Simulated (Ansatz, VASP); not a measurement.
**SrCl2 in VASP and in Ansatz**

File INCAR:

```
SYSTEM = SrCl2
  PREC = Accurate
  ENCUT = 520
  EDIFF = 1E-7
  ISMEAR = 0
  SIGMA = 0.05
  LREAL = .False.
  LASPH = .True.
  NELM = 100
  ALGO = Normal
  ISIF = 2
  LWAVE = .False.
  LCHARG = .False.
  GGA = PE
  NBANDS = 19
```

File KPOINTS:

```
Automatic mesh
0
Gamma
  6 6 6
  0 0 0
```

POSCAR

```
SrCl2
1.0
    0.0000000000      3.7303798773      3.3784572473
    3.4488417733      0.0000000000      3.3784572473
    3.4488417733      3.7303798773      0.0000000000
Sr Cl
1 2
Direct
    0.0000000000      0.0000000000      0.0000000000
    0.2500000000      0.2500000000      0.2500000000
    0.7500000000      0.7500000000      0.7500000000
```

Input for Ansatz:

```yaml
crystal:
  lattice:
    - [0.0, 3.7303798773, 3.3784572473]
    - [3.4488417733, 0.0, 3.3784572473]
    - [3.4488417733, 3.7303798773, 0.0]
  atoms:
    - { symbol: Sr, position: [0.0, 0.0, 0.0] }
    - { symbol: Cl, position: [0.25, 0.25, 0.25] }
    - { symbol: Cl, position: [0.75, 0.75, 0.75] }
basis:
  ecutwfc: 420
kpoints:
  mp_grid: { grid: [6, 6, 6] }
hamiltonian:
  xc: pbe
scf:
  occupations: { method: gaussian, width: 0.05 }
output:
  forces: true
  stress: true
  eigenvalues: true
```

Change from the starting cell: strain +e along x and -e along y -0.0400, strain +e along z and -e/2 along x and y -0.0400.

Alike in both runs: task single point; functional PBE; k mesh 6 × 6 × 6; occupations gaussian, width 0.05 eV; no spin polarisation.

|  | VASP | Ansatz |
| --- | --- | --- |
| version | VASP 6.6.1 | Ansatz 0.2.0 |
| potentials or method | VASP PAW PBE potentials, release 64 (Sr_sv, Cl), cutoff 520 eV | scalar-relativistic, plane waves, PAW |
| valence electrons in the cell | 24 | 24 |

|  | VASP | Ansatz | Ansatz less VASP |
| --- | --- | --- | --- |
| gap on the k mesh at the Fermi level (eV) | 4.73 | 4.73 | +0.003 |
| least direct gap on the mesh (eV) | 5.01 | 5.01 | +0.001 |
| pressure (GPa) | 0.3 | 0.2 | -0.07 |
| traceless stress, the component that is largest in VASP (GPa) | -2.94 | -2.95 | -0.017 |

With one functional, cell and mesh, what is left measures potentials, basis and numerics.
